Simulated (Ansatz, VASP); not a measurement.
# TaV: VASP beside Ansatz

INCAR

```
SYSTEM = TaV
PREC = Accurate
ENCUT = 520
EDIFF = 1E-6
ISMEAR = -1
SIGMA = 0.05
LREAL = .False.
LASPH = .True.
NELM = 150
ALGO = Normal
ISIF = 2
LWAVE = .False.
LCHARG = .False.
ISPIN = 2
MAGMOM = 0 2
LORBIT = 11
LMAXMIX = 4
GGA = PE
NBANDS = 23
```

File KPOINTS:

```
regular mesh
0
Gamma
  10 10 6
  0 0 0
```

File POSCAR:

```
TaV
1.0
    1.6382119218     -2.3530369813      0.0000000000
    1.6382119218      2.3530369813      0.0000000000
    0.0000000000      0.0000000000      4.4265073424
Ta V
1 1
Direct
    0.0000000000      0.0000000000      0.0000000000
    0.5000000000      0.5000000000      0.5000000000
```

The input input.yaml:

```yaml
crystal:
  lattice:
    - [1.6382119218, -2.3530369813, 0.0]
    - [1.6382119218, 2.3530369813, 0.0]
    - [0.0, 0.0, 4.4265073424]
  atoms:
    - { symbol: Ta, position: [0.0, 0.0, 0.0] }
    - { symbol: V, position: [0.5, 0.5, 0.5], spin: 2.0 }
hamiltonian:
  xc: pbe
  pseudopotentials: { kind: paw }
magnetization:
  spin_polarized: true
kpoints:
  mp_grid: { grid: [10, 10, 6] }
scf:
  occupations: { method: fermi_dirac, width: 0.05 }
output:
  forces: true
  stress: true
  eigenvalues: true
```

Alike in both runs: task single point; functional PBE; k mesh 10 × 10 × 6; occupations fermi-dirac, width 0.05 eV; collinear spin.

|  | VASP | Ansatz |
| --- | --- | --- |
| version | VASP 6.6.1 | Ansatz 0.2.0 |
| potentials or method | VASP PAW PBE potentials, release 64 (Ta_pv, V_sv) | Ansatz PAW |
| plane-wave cutoff (eV) | 520 | 420 |
| valence electrons in the cell | 24 | 26 |

|  | VASP | Ansatz | Ansatz less VASP |
| --- | --- | --- | --- |
| gap on the k mesh at the Fermi level (eV) | none | none | - |
| pressure (GPa) | -9.5 | -9.6 | -0.12 |
| traceless stress, the component that is largest in VASP (GPa) | -0.72 | -0.72 | +0.008 |
| net moment per atom (μB) | 0.00 | 0.00 | -0.002 |

A gap of «none» marks a metal or a gap that the smearing closes. With one functional, cell and mesh, what is left measures potentials, basis and numerics. VASP's potentials hold 24 valence electrons a cell and Ansatz's 26, so a difference there can come from the potentials and not from the codes.

Neither program's run includes spin-orbit coupling.
